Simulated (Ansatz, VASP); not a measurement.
**Pt: VASP beside Ansatz**

INCAR

```
PREC     = Accurate       # precision mode
ENCUT    = 520            # plane-wave cutoff, eV
EDIFF    = 1E-6           # SCF threshold, eV
ISMEAR   = 0              # smearing method
SIGMA    = 0.15           # smearing width, eV
LREAL    = False          # projectors in reciprocal space
LASPH    = True           # aspherical terms in the spheres
NELM     = 100            # most SCF steps
ALGO     = Fast           # electronic algorithm
ISIF     = 2              # what is computed and relaxed
LWAVE    = False          # write WAVECAR
LCHARG   = False          # write CHGCAR
GGA      = CA             # functional
NBANDS   = 28             # bands
```

Contents of KPOINTS:

```
Automatic mesh
0
Gamma
  18 18 6
```

Contents of POSCAR:

```
Pt
1.0
    2.7082945870      0.0000000000      0.0000000000
   -1.3541472935      2.3454519133      0.0000000000
    0.0000000000      0.0000000000      9.3530207388
Pt
4
Direct
    0.6585516757      0.3555039008      0.3750000000
    0.6585516757      0.3555039008      0.8750000000
    0.3414483243      0.6444960992      0.1250000000
    0.3414483243      0.6444960992      0.6250000000
```

Input for Ansatz:

```yaml
crystal:
  lattice:
    - [2.708294587, 0.0, 0.0]
    - [-1.3541472935, 2.3454519133, 0.0]
    - [0.0, 0.0, 9.3530207388]
  atoms:
    - { symbol: Pt, position: [0.6585516757, 0.3555039008, 0.375] }
    - { symbol: Pt, position: [0.6585516757, 0.3555039008, 0.875] }
    - { symbol: Pt, position: [0.3414483243, 0.6444960992, 0.125] }
    - { symbol: Pt, position: [0.3414483243, 0.6444960992, 0.625] }
basis:
  ecutwfc: 420
kpoints:
  mp_grid: { grid: [18, 18, 6] }
hamiltonian:
  xc: lda
  pseudopotentials: { kind: paw, azcp: { folder: soft_1 } }
scf:
  occupations: { method: gaussian, width: 0.15 }
output:
  forces: true
  stress: true
  eigenvalues: true
```

Change from the starting cell: mode 1 frozen in at -0.052 Å and mode 2 at +0.052 Å (largest displacements).

Alike in both runs: task single point; functional LDA; k mesh 18 × 18 × 6; occupations gaussian, width 0.15 eV; no spin polarisation.

|  | VASP | Ansatz |
| --- | --- | --- |
| version | VASP 6.6.1 | Ansatz 0.2.0 |
| potentials or method | VASP PAW LDA potentials, release 64 (Pt), cutoff 520 eV | scalar-relativistic, plane waves, PAW |
| valence electrons in the cell | 40 | 72 |

Ansatz gave:

- gap on the k mesh at the Fermi level (eV): none
- pressure (GPa): 0.4
- traceless stress, the component that is largest in VASP (GPa): -0.75
- rms of the force components (eV/Å): 0.040

**Question.** Which values does VASP return?

**Answer.** gap on the k mesh at the Fermi level (eV): none; pressure (GPa): 1.2; traceless stress, the component that is largest in VASP (GPa): -0.78; rms of the force components (eV/Å): 0.042.

Ansatz warns that its potentials were made for another functional, while VASP's fit it. LDA's correlation is that of Perdew and Zunger in VASP and of Perdew and Wang (1992) in Ansatz. Atom by atom the forces differ by 0.003 eV/Å (rms over components). A gap of «none» marks a metal or a gap that the smearing closes. VASP's potentials hold 40 valence electrons a cell and Ansatz's 72, so a difference there can come from the potentials and not from the codes.

Spin-orbit coupling is off throughout.
